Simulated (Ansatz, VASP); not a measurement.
## Ge in VASP and in Ansatz

INCAR

```
SYSTEM = Ge
PREC     = Accurate       ! precision mode
ENCUT    = 520            ! plane-wave cutoff, eV
EDIFF    = 1E-6           ! SCF threshold, eV
ISMEAR   = 0              ! smearing method
SIGMA    = 0.1            ! smearing width, eV
LREAL    = .False.        ! projectors in reciprocal space
LASPH    = .True.         ! aspherical terms in the spheres
NELM     = 80             ! most SCF steps
ALGO     = Normal         ! electronic algorithm
ISIF     = 2              ! what is computed and relaxed
LWAVE    = .False.        ! write WAVECAR
LCHARG   = .True.         ! write CHGCAR
GGA      = PE             ! functional
LELF     = .True.         ! ELF
LVHAR    = .True.       
NBANDS   = 13             ! bands
```

The input KPOINTS:

```
regular mesh
0
Gamma
  6 6 6
  0 0 0
```

File POSCAR:

```
Ge
1.0
    2.7611775775      0.0000000000      0.0000000000
    0.0000000000      2.7611775775      0.0000000000
    0.0000000000      0.0000000000      2.6581553585
Ge
1
Direct
    0.5000000000      0.5000000000      0.5000000000
```

Input for Ansatz:

```yaml
crystal:
  lattice:
    - [2.7611775775, 0.0, 0.0]
    - [0.0, 2.7611775775, 0.0]
    - [0.0, 0.0, 2.6581553585]
  atoms:
    - { symbol: Ge, position: [0.5, 0.5, 0.5] }
basis:
  ecutwfc: 420
kpoints:
  mp_grid: { grid: [6, 6, 6] }
hamiltonian:
  xc: pbe
scf:
  occupations: { method: gaussian, width: 0.1 }
  lower_state_search: "off"
output:
  forces: true
  stress: true
  eigenvalues: true
```

Change from the starting cell: the structure that the rattled cell fell into.

Alike in both runs: task single point; functional PBE; k mesh 6 × 6 × 6; occupations gaussian, width 0.1 eV; no spin polarisation.

|  | VASP | Ansatz |
| --- | --- | --- |
| version | VASP 6.6.1 | Ansatz 0.2.0 |
| potentials or method | VASP PAW PBE potentials, release 64 (Ge_d), cutoff 520 eV | scalar-relativistic, plane waves, PAW |
| valence electrons in the cell | 14 | 14 |

|  | VASP | Ansatz | Ansatz less VASP |
| --- | --- | --- | --- |
| gap on the k mesh at the Fermi level (eV) | none | none | - |
| pressure (GPa) | -1.5 | -1.4 | +0.14 |
| traceless stress, the component that is largest in VASP (GPa) | 1.97 | 1.98 | +0.014 |

A gap of «none» marks a metal or a gap that the smearing closes. The functional is the same, so the differences come from potentials, cutoffs and numerics.

The k mesh is coarse, so the values compare programs but aren't converged.
